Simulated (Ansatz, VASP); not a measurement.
## One calculation of Sr, two programs

Contents of POSCAR:

```
Sr
1.0
    4.1376002118      0.0000000000      0.0000000000
   -2.0688001059      3.5832668942      0.0000000000
    0.0000000000      0.0000000000      7.3320000000
Sr
2
Direct
    0.3333333333      0.6666666667      0.2500000000
    0.6666666667      0.3333333333      0.7500000000
```

Contents of INCAR.step1:

```
PREC = Accurate
ENCUT = 520
ISMEAR = 0
SIGMA = 0.15
LREAL = F
LASPH = T
NELM = 100
NBANDS = 17
GGA = PE
ALGO = Normal
EDIFF = 1E-4
LWAVE = T
LCHARG = F
```

Contents of INCAR.step2:

```
PREC = Accurate
ENCUT = 520
EDIFF = 1E-7
ISMEAR = 0
SIGMA = 0.15
LREAL = F
LASPH = T
NELM = 100
ALGO = Normal
ISIF = 2
LWAVE = F
LCHARG = F
METAGGA = R2SCAN
LMIXTAU = T
NBANDS = 17
ISTART = 1
```

File KPOINTS:

```
regular mesh
0
Gamma
  12 12 8
```

Input for Ansatz:

```yaml
crystal:
  lattice:
    - [4.1376002118, 0.0, 0.0]
    - [-2.0688001059, 3.5832668942, 0.0]
    - [0.0, 0.0, 7.332]
  atoms:
    - { symbol: Sr, position: [0.3333333333, 0.6666666667, 0.25] }
    - { symbol: Sr, position: [0.6666666667, 0.3333333333, 0.75] }
basis:
  ecutwfc: 500
kpoints:
  mp_grid: { grid: [12, 12, 8] }
hamiltonian:
  xc: r2scan
scf:
  occupations: { method: gaussian, width: 0.15 }
output:
  forces: true
  stress: true
  eigenvalues: true
  write_density: true
  write_potential: true
  elf: true
  volumetric_format: npy
```

Change from the starting cell: strain -0.040 along x and y, +0.040 along z, atoms carried along.

Alike in both runs: task single point; functional r2SCAN; k mesh 12 × 12 × 8; occupations gaussian, width 0.15 eV; no spin polarisation.

|  | VASP | Ansatz |
| --- | --- | --- |
| version | VASP 6.6.1 | Ansatz 0.2.0 |
| potentials or method | VASP PAW PBE potentials, release 64 (Sr_sv), cutoff 520 eV | scalar-relativistic, plane waves, PAW |
| valence electrons in the cell | 20 | 20 |

|  | VASP | Ansatz | Ansatz less VASP |
| --- | --- | --- | --- |
| gap on the k mesh at the Fermi level (eV) | none | none | - |
| pressure (GPa) | 0.6 | 0.6 | -0.02 |
| traceless stress, the component that is largest in VASP (GPa) | -1.33 | -1.33 | +0.003 |

VASP's potentials were made for PBE, not for r2SCAN. A gap of «none» marks a metal or a gap that the smearing closes.
